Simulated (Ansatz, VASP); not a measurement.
One calculation of Sn3Se, two programs

Contents of INCAR:

```
PREC     = Accurate       # precision mode
ENCUT    = 520            # plane-wave cutoff, eV
EDIFF    = 1E-7           # SCF threshold, eV
ISMEAR   = 0              # smearing method
SIGMA    = 0.1            # smearing width, eV
LREAL    = F              # projectors in reciprocal space
LASPH    = T              # aspherical terms in the spheres
NELM     = 100            # most SCF steps
ALGO     = Normal         # electronic algorithm
ISIF     = 2              # what is computed and relaxed
LWAVE    = F              # write WAVECAR
LCHARG   = T              # write CHGCAR
GGA      = PE             # functional
LELF     = T              # ELF
LVHAR    = T            
NBANDS   = 32             # bands
```

Contents of KPOINTS:

```
Automatic mesh
0
Gamma
  10 10 10
```

Contents of POSCAR:

```
Sn3Se
1.0
    0.0000000000      3.6133416016      3.6693386716
    3.6133416016      0.0000000000      3.6693386716
    3.6133416016      3.6133416016      0.0000000000
Sn Se
3 1
Direct
    0.2539976854      0.2539976854      0.2460023146
    0.7539976854      0.7539976854      0.7460023146
    0.4965739385      0.4965739385      0.5034260615
   -0.0045693093     -0.0045693093      0.0045693093
```

Input for Ansatz:

```yaml
crystal:
  lattice:
    - [0.0, 3.6133416016, 3.6693386716]
    - [3.6133416016, 0.0, 3.6693386716]
    - [3.6133416016, 3.6133416016, 0.0]
  atoms:
    - { symbol: Sn, position: [0.2539976854, 0.2539976854, 0.2460023146] }
    - { symbol: Sn, position: [0.7539976854, 0.7539976854, 0.7460023146] }
    - { symbol: Sn, position: [0.4965739385, 0.4965739385, 0.5034260615] }
    - { symbol: Se, position: [-0.0045693093, -0.0045693093, 0.0045693093] }
basis:
  ecutwfc: 420
kpoints:
  mp_grid: { grid: [10, 10, 10] }
hamiltonian:
  xc: pbe
scf:
  occupations: { method: gaussian, width: 0.1 }
output:
  forces: true
  stress: true
  eigenvalues: true
```

Alike in both runs: task single point; functional PBE; k mesh 10 × 10 × 10; occupations gaussian, width 0.1 eV; no spin polarisation.

|  | VASP | Ansatz |
| --- | --- | --- |
| version | VASP 6.6.1 | Ansatz 0.2.0 |
| potentials or method | VASP PAW PBE potentials, release 64 (Sn_d, Se), cutoff 520 eV | scalar-relativistic, plane waves, PAW |
| valence electrons in the cell | 48 | 58 |

```csv
,VASP,Ansatz,Ansatz less VASP
gap on the k mesh at the Fermi level (eV),none,none,-
pressure (GPa),4.9,4.9,+0.04
"traceless stress, the component that is largest in VASP (GPa)",-0.27,-0.27,0.000
rms of the force components (eV/Å),0.044,0.044,0.0000
```

Atom by atom the forces differ by 0.000 eV/Å (rms over components). A gap of «none» marks a metal or a gap that the smearing closes. With one functional, cell and mesh, what is left measures potentials, basis and numerics. VASP's potentials hold 48 valence electrons a cell and Ansatz's 58, so a difference there can come from the potentials and not from the codes.
